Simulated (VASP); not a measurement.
Write the native input for VASP 6.6.1 that does the following.

* Task: single point
* Functional: r2SCAN
* Potentials or basis: VASP PAW PBE potentials, release 64 (Mg_sv, O)
* Cutoff: 750 eV
* k mesh: 6 × 6 × 6
* Occupations: gaussian, width 0.05 eV
* Spin: no spin polarisation
* Dipole correction: no
* Mended: yes
* Further INCAR settings: ALGO = Normal; EDIFF = 1e-06; NBANDS = 24

Crystal: MgO.

```
CELL_PARAMETERS angstrom
3.48410 0.00000 0.00000
-1.74205 3.01732 0.00000
0.00000 0.00000 4.18569
ATOMIC_POSITIONS crystal
Mg 0.66667 0.33333 0.75000
Mg 0.33333 0.66667 0.25000
O 0.66667 0.33333 0.25000
O 0.33333 0.66667 0.75000
```

One way to write it, as run:

POSCAR

```
MgO
1.0
    3.4841042127      0.0000000000      0.0000000000
   -1.7420521064      3.0173227576      0.0000000000
    0.0000000000      0.0000000000      4.1856875957
Mg O
2 2
Direct
    0.6666666667      0.3333333333      0.7500000000
    0.3333333333      0.6666666667      0.2500000000
    0.6666666667      0.3333333333      0.2500000000
    0.3333333333      0.6666666667      0.7500000000
```

INCAR.step1

```
SYSTEM = MgO
PREC = Accurate
ENCUT = 750
ISMEAR = 0
SIGMA = 0.05
LREAL = .False.
LASPH = .True.
NELM = 120
NBANDS = 24
GGA = PE
ALGO = Normal
EDIFF = 1E-5
LWAVE = .True.
LCHARG = .False.
GGA_COMPAT = .False.
```

INCAR.step2

```
SYSTEM = MgO
PREC = Accurate
ENCUT = 750
EDIFF = 1E-6
ISMEAR = 0
SIGMA = 0.05
LREAL = .False.
LASPH = .True.
NELM = 120
ALGO = Normal
ISIF = 2
LWAVE = .False.
LCHARG = .True.
METAGGA = R2SCAN
LMIXTAU = .True.
LELF = .True.
LVHAR = .True.
NBANDS = 24
ISTART = 1
GGA_COMPAT = .False.
```

KPOINTS

```
Automatic mesh
0
Gamma
  6 6 6
  0 0 0
```

Potentials or basis: VASP PAW PBE potentials, release 64 (Mg_sv, O).

The run is started by

```bash
$ cat potpaw_PBE.64/Mg_sv/POTCAR potpaw_PBE.64/O/POTCAR > POTCAR
$ cp INCAR.step1 INCAR
$ mpirun -np 1 vasp_std > vasp.out
$ cp INCAR.step2 INCAR
$ mpirun -np 1 vasp_std > vasp.out
```

It gave:

```
Pressure               : 0.0 GPa
Band gap on the k mesh : 4.10 eV
```

Caveat: the PAW data sets were made with another functional, which shifts forces and pressure a little.

It took 88 s on 1 thread of Intel(R) Xeon(R) Platinum 8488C (Sapphire Rapids) (shared host), peak memory 0.21 GiB.
